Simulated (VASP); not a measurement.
# WBr2F2 (P-3m1) in VASP: a series of runs, part 2 of 2

VASP 6.6.1.

## (4) Relaxation of cell and atoms, PBE, collinear spin

This run uses another cell than the first one, of 20.20 Å³/atom.

Contents of INCAR:

```
SYSTEM = WBr2F2
  ALGO = Normal
  EDIFF = 1E-6
  EDIFFG = -0.04
  ENCUT = 600
  GGA = PE
  IBRION = 2
  ISIF = 3
  ISMEAR = 0
  ISPIN = 2
  LASPH = .TRUE.
  LCHARG = .FALSE.
  LMAXMIX = 4
  LORBIT = 11
  LREAL = .FALSE.
  LWAVE = .FALSE.
  MAGMOM = 1.2 0.09 0.09 0.01 0.01
  NELM = 150
  NSW = 90
  PREC = Accurate
  SIGMA = 0.1
```

Contents of KPOINTS:

```
k-points
0
G
  6 6 2
  0 0 0
```

Contents of POSCAR:

```
WBr2F2
1.0
    3.5934850000      0.0000000000      0.0000000000
   -1.7967425000      3.1120493000      0.0000000000
    0.0000000000      0.0000000000      9.0324625200
W Br F
1 2 2
Direct
    0.0000000000      0.0000000000      0.5000000000
    0.3333333300      0.6666666700      0.8342999800
    0.6666666700      0.3333333300      0.1657000200
    0.3333333300      0.6666666700      0.3547500100
    0.6666666700      0.3333333300      0.6452499900
```

Potentials or basis: VASP PAW PBE potentials, release 64 (W_sv, Br, F).

The run is started by

```bash
cat potpaw_PBE.64/W_sv/POTCAR potpaw_PBE.64/Br/POTCAR potpaw_PBE.64/F/POTCAR > POTCAR
mpirun -np 1 vasp_std > vasp.out
```

OUTCAR:

```text
SYSTEM = WBr2F2
   EDIFF = 1E-6
   EDIFFG = -0.04
   ENCUT = 600
   GGA = PE
   IBRION = 2
   ISIF = 3
   ISMEAR = 0
   ISPIN = 2
   LASPH = .TRUE.
   LORBIT = 11
   LREAL = .FALSE.
   NELM = 150
   NSW = 90
   PREC = Accurate

 ion  position               nearest neighbor table
   1  0.000  0.000  0.500-   4 2.45   5 2.45   5 2.45   4 2.45   5 2.45   4 2.45
   2  0.333  0.667  0.834-
   3  0.667  0.333  0.166-
   4  0.333  0.667  0.355-   1 2.45   1 2.45   1 2.45
   5  0.667  0.333  0.645-   1 2.45   1 2.45   1 2.45

  LATTYP: Found a hexagonal cell.
 ALAT       =     3.5934850000
 C/A-ratio  =     2.5135662233

  Lattice vectors:

 A1 = (   3.5934850000,   0.0000000000,   0.0000000000)
 A2 = (  -1.7967425000,   3.1120493000,   0.0000000000)
 A3 = (   0.0000000000,   0.0000000000,   9.0324625200)

Analysis of symmetry for initial positions (statically):
=====================================================================
 Subroutine PRICEL returns:
 Original cell was already a primitive cell.

 Routine SETGRP: Setting up the symmetry group for a
 hexagonal supercell.

 Subroutine GETGRP returns: Found 12 space group operations
 (whereof 12 operations were pure point group operations)
 out of a pool of 24 trial point group operations.

The static configuration has the point symmetry D_3d.

Analysis of symmetry for dynamics (positions and initial velocities):
=====================================================================
 Subroutine PRICEL returns:
 Original cell was already a primitive cell.

 Routine SETGRP: Setting up the symmetry group for a
 hexagonal supercell.
[... 138 lines left out ...]
   LORBIT       =     11    0 simple, 1 ext, 2 COOP (PROOUT), +10 PAW based schemes
   GGA     = PE    functional components
   LHFCALC =     F    Hartree Fock is set to
   AEXX    =    0.0000 exact exchange contribution
   IVDW    =     0    specifies the selected vdW correction
   LEPSILON=     F    determine dielectric tensor
   LRPA    =     F    only Hartree local field effects (RPA)
 conjugate gradient relaxation of ions
 spin polarized calculation
 Gauss-broadening in eV      SIGMA  =   0.10
  energy-cutoff  :      600.00
  volume of cell :      101.01
 maximum number of plane-waves:      3404
 NGX is ok and might be reduce to    30
   NGX = 15   NGY = 15   NGZ = 37

--------------------------------------- Ionic step        1  -------------------------------------------

 number of electron      41.9999987 magnetization      -0.0080960

 number of electron      41.9999987 magnetization       0.0033377

 Free energy of the ion-electron system (eV)
  ---------------------------------------------------
  ext. energy  EPLUGINS =         0.00000000
  ---------------------------------------------------
  free energy    TOTEN  =       -18.35060873 eV

  energy without entropy =      -18.31490056  energy(sigma->0) =      -18.33275465

------------------------ aborting loop because EDIFF is reached ----------------------------------------

  FORCE on cell =-STRESS in cart. coord.  units (eV):
  Direction    XX          YY          ZZ          XY          YZ          ZX
  --------------------------------------------------------------------------------------
  -------------------------------------------------------------------------------------
  Total       -6.3276504     -6.3276504     -4.0773990      0.0000000      0.0000000      0.0000000
  in kB     -100.3655302   -100.3655304    -64.6733451      0.0000000      0.0000000      0.0000000
  external PRESSURE =     -88.4681352 kB  Pullay stress =       0.0000000 kB
[... 1751 lines left out ...]
     25       4.4267      0.00000
     26       9.6517      0.00000

[... ionic steps 4 to 31 ...]

--------------------------------------- Ionic step       32  -------------------------------------------

 number of electron      42.0000007 magnetization       0.0002194

------------------------ aborting loop because EDIFF is reached ----------------------------------------
[... 75 lines left out ...]
 number of electron      42.0000003 magnetization      -0.0003627

 number of electron      42.0000003 magnetization       0.0006628

 Free energy of the ion-electron system (eV)
  ---------------------------------------------------
  ext. energy  EPLUGINS =         0.00000000
  ---------------------------------------------------
  free energy    TOTEN  =       -22.01018335 eV

  energy without entropy =      -21.97234494  energy(sigma->0) =      -21.99126415

 E-fermi :   3.2723     XC(G=0):  -9.6006

 val. band max:        3.2675003476   @ k =   0.0000   0.0000   0.5000
 cond. band min:       3.2737045477   @ k =   0.1667  -0.0000   0.0000
 fundamental gap:      0.0062042000
 Fermi energy:         3.2722568952
[... 847 lines left out ...]
  FREE ENERGIE OF THE ION-ELECTRON SYSTEM (eV)
  ---------------------------------------------------
  free  energy   TOTEN  =       -22.0101833509 eV

  energy  without entropy=      -21.9723449419  energy(sigma->0) =      -21.99126415

 reached required accuracy - stopping structural energy minimisation

 total charge

# of ion       s       p       d       tot
------------------------------------------
    1        2.214   6.142   3.057  11.413
    2        1.628   3.145   0.014   4.787
    3        1.628   3.145   0.014   4.787
    4        1.746   4.353   0.000   6.099
    5        1.746   4.353   0.000   6.099
--------------------------------------------------
tot          8.961  21.138   3.085  33.184

 magnetization (x)

# of ion       s       p       d       tot
------------------------------------------
    1        0.000   0.000   0.001   0.001
    2       -0.000   0.000   0.000   0.000
    3       -0.000   0.000   0.000   0.000
    4        0.000  -0.000   0.000  -0.000
    5        0.000  -0.000   0.000  -0.000
--------------------------------------------------
tot         -0.000   0.000   0.001   0.001
```

OSZICAR:

```text
N       E                     dE             d eps       ncg     rms          rms(c)
DAV:   1     0.388900407668E+03    0.38890E+03   -0.24732E+04  1648   0.169E+03
DAV:   2     0.409456776728E+01   -0.38481E+03   -0.37555E+03  1776   0.403E+02
[... 445 lines left out ...]
DAV:   5    -0.220103228010E+02    0.65736E-03   -0.20058E-03  1562   0.265E-01    0.187E-01
DAV:   6    -0.220105593745E+02   -0.23657E-03   -0.94195E-04  1492   0.173E-01    0.141E-01
DAV:   7    -0.220107706295E+02   -0.21125E-03   -0.92318E-05  1552   0.508E-02    0.164E-01
DAV:   8    -0.220102677732E+02    0.50286E-03   -0.65187E-04  1456   0.128E-01    0.721E-02
DAV:   9    -0.220101833574E+02    0.84416E-04   -0.26350E-04  1508   0.839E-02    0.259E-02
DAV:  10    -0.220101833509E+02    0.64588E-08   -0.58030E-06  1574   0.161E-02
  34 F= -.22010183E+02 E0= -.21991264E+02  d E =-.244007E-02  mag=    -0.0008
```

CONTCAR:

```text
WBr2F2
   1.00000000000000
     3.6958012037114694    0.0000000000000001   -0.0000000000000000
    -1.8479006018557347    3.2006577316212499   -0.0000000000000001
    -0.0000000000000004   -0.0000000000000006    8.1768679453797652
  W               Br              F
     1     2     2
Direct
     0.0000000000000000    0.0000000000000000    0.5000000000000000
     0.3333333300000021    0.6666666699999979    0.7891318963094522
     0.6666666699999979    0.3333333300000021    0.2108681036905477
     0.3333333300000021    0.6666666699999979    0.4443617655559126
     0.6666666699999979    0.3333333300000021    0.5556382344440874

  0.00000000E+00  0.00000000E+00  0.00000000E+00
  0.00000000E+00  0.00000000E+00  0.00000000E+00
  0.00000000E+00  0.00000000E+00  0.00000000E+00
  0.00000000E+00  0.00000000E+00  0.00000000E+00
  0.00000000E+00  0.00000000E+00  0.00000000E+00
```

Wall time 22 min (1 thread of Intel Xeon 6975P-C (Granite Rapids), shared host); peak memory 0.34 GiB.

Results:

```yaml
Free_energy: -22.0102 eV
Relaxed_volume: 19.34 Å³/atom
Relaxed_cell: a = 3.696 Å, b = 3.696 Å, c = 8.177 Å, α = 90.00°, β = 90.00°, γ = 120.00°
Space_group_after_relaxing_to_0.1_Å: P-3m1 (No. 164)
Energy_gained_by_relaxing: 731.9 meV/atom
Ionic_steps: 34
Pressure_after_relaxing: -0.1 GPa
Largest_force_after_relaxing: 0.006 eV/Å
Band_gap_on_the_k_mesh: zero (filled and empty bands overlap)
Net_moment: 0.00 μB per cell
Valence_electrons_inside_the_program's_atomic_spheres: W 11.41; Br 4.79; F 6.10
```

Forces in eV/Å, atoms in the order of the input:
```
W    0.000  0.000  0.000
Br   0.000  0.000 -0.006
Br   0.000  0.000  0.006
F    0.000  0.000  0.001
F    0.000  0.000 -0.001
```

Step by step:
```tsv
step	energy change (eV)	largest force (eV/Å)	pressure (GPa)	volume (Å³)
1	0.0000	3.1018	-8.85	101.01
2	-1.3463	2.2534	1.19	85.55
3	-1.4398	1.7693	8.11	80.61
4	-1.9381	0.3179	7.23	84.15
5	-1.9605	0.5009	7.46	85.15
6	-2.1113	0.8458	-4.15	97.52
7	-2.1548	0.5470	-1.08	93.17
8	-2.2692	0.6634	-1.54	93.76
9	-2.8220	1.1709	-3.54	95.30
10	-3.4563	0.1686	-5.73	97.15
11	-3.4573	0.5869	-5.86	96.80
12	-3.4818	0.4692	-5.89	96.94
13	-3.5383	0.2598	-4.77	95.59
14	-3.5546	0.0692	-3.62	94.43
15	-3.5919	0.0495	-2.74	93.41
16	-3.6368	0.0680	-0.59	91.20
17	-3.6396	0.0729	0.24	90.46
18	-3.6396	0.0725	0.15	90.54
19	-3.6400	0.0759	0.12	90.61
20	-3.6410	0.0864	0.03	90.82
21	-3.6425	0.1070	-0.14	91.23
22	-3.6435	0.1479	-0.47	92.07
23	-3.6438	0.1456	-0.45	92.09
24	-3.6447	0.1388	-0.37	92.15
25	-3.6463	0.1254	-0.20	92.28
26	-3.6485	0.1152	0.14	92.53
27	-3.6488	0.1200	0.86	93.01
28	-3.6494	0.1181	0.52	92.78
29	-3.6515	0.1111	0.44	93.15
30	-3.6558	0.0883	0.23	94.26
31	-3.6556	0.1017	-0.11	96.48
32	-3.6571	0.0606	0.05	95.35
33	-3.6581	0.0456	0.02	95.70
34	-3.6596	0.0055	-0.06	96.72
```

Final structure:
```
CELL_PARAMETERS angstrom
3.69580 0.00000 0.00000
-1.84790 3.20066 0.00000
0.00000 0.00000 8.17687
ATOMIC_POSITIONS crystal
W 0.00000 0.00000 0.50000
Br 0.33333 0.66667 0.78913
Br 0.66667 0.33333 0.21087
F 0.33333 0.66667 0.44436
F 0.66667 0.33333 0.55564
```

Caveat: spin-orbit coupling is left out, which moves the levels of the heavy elements; this functional lacks dispersion, which binds layers or chains, so the pressure and a relaxed spacing across them are unreliable.

## (5) Summary

| task | cell | cutoff (eV) | gap on the mesh (eV) | pressure (GPa) | moment (μB) | largest force (eV/Å) |
| --- | --- | --- | --- | --- | --- | --- |
| single point | a = 3.709, b = 3.709, c = 8.248 Å, angles 90.0, 90.0, 120.0°, 5 atoms, atomic positions A | 520 | none | 0.3 | 2.00 | 0.03 |
| single point | a = 3.593, b = 3.593, c = 9.032 Å, angles 90.0, 90.0, 120.0°, 5 atoms, atomic positions B | 520 | none | -4.3 | 2.18 | 3.63 |
| relaxation of cell and atoms | relaxed from a = 3.593, b = 3.593, c = 9.032 Å, angles 90.0, 90.0, 120.0°, 5 atoms, atomic positions B | 600 | none | -0.1 | 0.00 | 0.01 |

Alike in all rows: level PBE; potentials or basis VASP PAW PBE potentials, release 64 (W_sv, Br, F); spin collinear; k mesh 6 × 6 × 2; smearing gaussian 0.1 eV.

Caveats: some runs use coarse meshes; spin-orbit coupling is left out, which moves the levels of the heavy elements; this functional lacks dispersion, which binds layers or chains, so the pressure and a relaxed spacing across them are unreliable; the stress differs along the axes, from -8 to -3 GPa (at least some runs); forces of over 1 eV/Å act on the atoms, so gaps and moduli don't describe the material at rest (at least some runs).

Total energies depend on the potentials used, so only differences within one code and one set of settings carry meaning.

The gap in the log of VASP goes by the Fermi energy; the results here count the filled bands.